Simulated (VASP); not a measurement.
CdSe:

```xyz
2
Lattice="0.0000 2.7566 2.7566 2.7566 0.0000 2.7566 2.7566 2.7566 0.0000" Properties=species:S:1:pos:R:3 pbc="T T T"
Cd    0.0000    0.0000    0.0000
Se    2.7566    2.7566    2.7566
```

| Quantity | Value |
| --- | --- |
| Program | VASP 6.6.1 |
| Task | relaxation of cell and atoms |
| Functional | PBE |
| Potentials or basis | VASP PAW PBE potentials, release 64 (Cd, Se) |
| Cutoff | 500 eV |
| k mesh | 6 × 6 × 6 |
| Occupations | gaussian, width 0.1 eV |
| Spin | no spin polarisation |

At the start: pressure 10.2 GPa; volume 20.95 Å³/atom.

Task: How do energy, volume and symmetry change on relaxing?

Result: Over 3 steps the energy falls by 78.4 meV/atom and the volume is 23.71 Å³/atom (+13.2 %); space group Fm-3m (No. 225, to 0.05 Å).

The path:
| step | energy change (eV) | largest force (eV/Å) | pressure (GPa) | volume (Å³) |
| --- | --- | --- | --- | --- |
| 1 | 0.0000 | 0.0000 | 10.23 | 41.89 |
| 2 | -0.1230 | 0.0000 | -3.30 | 50.53 |
| 3 | -0.1568 | 0.0000 | 0.02 | 47.42 |

Final structure:
```xyz
2
Lattice="0.0000 2.8728 2.8728 2.8728 0.0000 2.8728 2.8728 2.8728 0.0000" Properties=species:S:1:pos:R:3 pbc="T T T"
Cd    0.0000    0.0000    0.0000
Se    2.8728    2.8728    2.8728
```
